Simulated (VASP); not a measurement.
Set up this calculation in VASP 6.6.1, as the native input.

```
Task                   : single point
Functional             : PBE
Potentials or basis    : VASP PAW PBE potentials, release 64 (Mg)
Cutoff                 : 520 eV
k mesh                 : 16 × 16 × 16
Occupations            : gaussian, width 0.1 eV
Spin                   : no spin polarisation
Dipole correction      : no
Further INCAR settings : ALGO = Fast; EDIFF = 1e-06; NBANDS = 7
```

The structure of Mg lies in POSCAR:

```
Mg
1.0
    0.0000000000      2.2702637920      2.2702637920
    2.2702637920      0.0000000000      2.2702637920
    2.2702637920      2.2702637920      0.0000000000
Mg
1
Direct
    0.0000000000      0.0000000000      0.0000000000
```

This cell differs from its parent crystal: Cd replaced by Mg, lengths x 0.987, strained.

These files were run (other wordings do the same):

INCAR

```
  ALGO = Fast
  EDIFF = 1E-6
  ENCUT = 520
  GGA = PE
  ISIF = 2
  ISMEAR = 0
  LASPH = True
  LCHARG = False
  LREAL = False
  LWAVE = False
  NBANDS = 7
  NELM = 100
  PREC = Accurate
  SIGMA = 0.1
```

KPOINTS

```
k-points
0
Gamma
  16 16 16
```

Potentials or basis: VASP PAW PBE potentials, release 64 (Mg).

Run with:

```console
$ cat potpaw_PBE.64/Mg/POTCAR > POTCAR
$ mpirun -np 1 vasp_std > vasp.out
```

It gave:

| Quantity | Value |
| --- | --- |
| Pressure | -0.5 GPa |
| Band gap on the k mesh | zero (band 1 reaches 3.96 eV, above the bottom of band 2 at 1.24 eV) |

Caveat: the cell differs from its parent crystal (Cd replaced by Mg, lengths x 0.987, strained).

It took 5.5 s on 1 thread of Intel(R) Xeon(R) Platinum 8559C (Emerald Rapids) (shared host), peak memory 0.15 GiB.
